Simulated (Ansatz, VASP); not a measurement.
## One calculation of BaS, two programs

INCAR

```
SYSTEM = BaS
ALGO = Normal
EDIFF = 1E-7
ENCUT = 520
GGA = PS
ISIF = 2
ISMEAR = -1
LASPH = .True.
LCHARG = .True.
LELF = .True.
LREAL = .False.
LVHAR = .True.
LWAVE = .False.
NBANDS = 15
NELM = 80
PREC = Accurate
SIGMA = 0.02
```

KPOINTS

```
k-points
0
Gamma
  8 8 8
  0 0 0
```

File POSCAR:

```
BaS
1.0
    0.0000000000      3.1937500000      3.1937500000
    3.1937500000      0.0000000000      3.1937500000
    3.1937500000      3.1937500000      0.0000000000
Ba S
1 1
Direct
    0.0000000000      0.0000000000      0.0000000000
    0.5000000000      0.5000000000      0.5000000000
```

Input for Ansatz:

```yaml
crystal:
  lattice:
    - [0.0, 3.19375, 3.19375]
    - [3.19375, 0.0, 3.19375]
    - [3.19375, 3.19375, 0.0]
  atoms:
    - { symbol: Ba, position: [0.0, 0.0, 0.0] }
    - { symbol: S, position: [0.5, 0.5, 0.5] }
kpoints:
  mp_grid: { grid: [8, 8, 8] }
  band_path:
    path:
      - [0.0, 0.0, 0.0]
      - [0.5, 0.0, 0.5]
      - [0.625, 0.25, 0.625]
      - [0.375, 0.375, 0.75]
      - [0.0, 0.0, 0.0]
      - [0.5, 0.5, 0.5]
      - [0.5, 0.25, 0.75]
      - [0.5, 0.0, 0.5]
    npoints: 14
scf:
  occupations: { method: fermi_dirac, width: 0.02 }
hamiltonian:
  xc: pbesol
  pseudopotentials: { kind: all_electron, lapw: { basis_error: 0.00025 } }
output:
  forces: true
  stress: true
  eigenvalues: true
  populations: true
  dos: { projected: true, de: 0.2, e_range: [-14, 8] }
```

Alike in both runs: task single point; functional PBEsol; k mesh 8 × 8 × 8; occupations fermi-dirac, width 0.02 eV; no spin polarisation.

```csv
,VASP,Ansatz
version,VASP 6.6.1,Ansatz 0.2.0
potentials or method,"VASP PAW PBE potentials, release 64 (Ba_sv, S), cutoff 520 eV","all-electron LAPW, scalar-relativistic"
```

```csv
,VASP,Ansatz,Ansatz less VASP
gap on the k mesh at the Fermi level (eV),1.98,2.08,+0.099
pressure (GPa),-0.5,-1.2,-0.62
```

VASP's potentials were made for PBE, not for PBEsol. Ansatz ran all-electron here, and VASP with PAW potentials.

Neither program's run includes spin-orbit coupling.
